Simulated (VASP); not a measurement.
Al2C, 3 atoms in the cell. It takes space group P-3m1 (No. 164, trigonal). Conventional cell: a = 3.181 Å, b = 3.181 Å, c = 4.410 Å, α = 90.00°, β = 90.00°, γ = 120.00°. Al (site symmetry 3m) has 3 C at 2.12 Å within 2.8 Å. C (site symmetry -3m) has 6 Al at 2.12 Å within 2.8 Å. 

```yaml
Program: VASP 6.6.1
Task: relaxation of cell and atoms
Functional: PBE
Potentials_or_basis: VASP PAW PBE potentials, release 64 (Al, C)
Cutoff: 600 eV
k_mesh: 6 × 6 × 4
Occupations: gaussian, width 0.1 eV
Spin: no spin polarisation
Dipole_correction: no
Further_INCAR_settings: ALGO = Normal; EDIFF = 1e-06; IBRION = 2; EDIFFG = -0.04; NSW = 90; ISIF = 3
```

Potentials or basis: VASP PAW PBE potentials, release 64 (Al, C).

Command:

```bash
$ cat potpaw_PBE.64/Al/POTCAR potpaw_PBE.64/C/POTCAR > POTCAR
$ mpirun -np 1 vasp_std > vasp.out
```

Hardware: 1 thread of Intel(R) Xeon(R) Platinum 8488C (Sapphire Rapids) (shared host).

Problem. Estimate the wall time of this run.

Solution. Wall time 34 s on 1 thread of Intel(R) Xeon(R) Platinum 8488C (Sapphire Rapids), with other jobs on the host, peak memory 0.17 GiB. Counts: scf iterations 42, k points 24, ion steps 6.
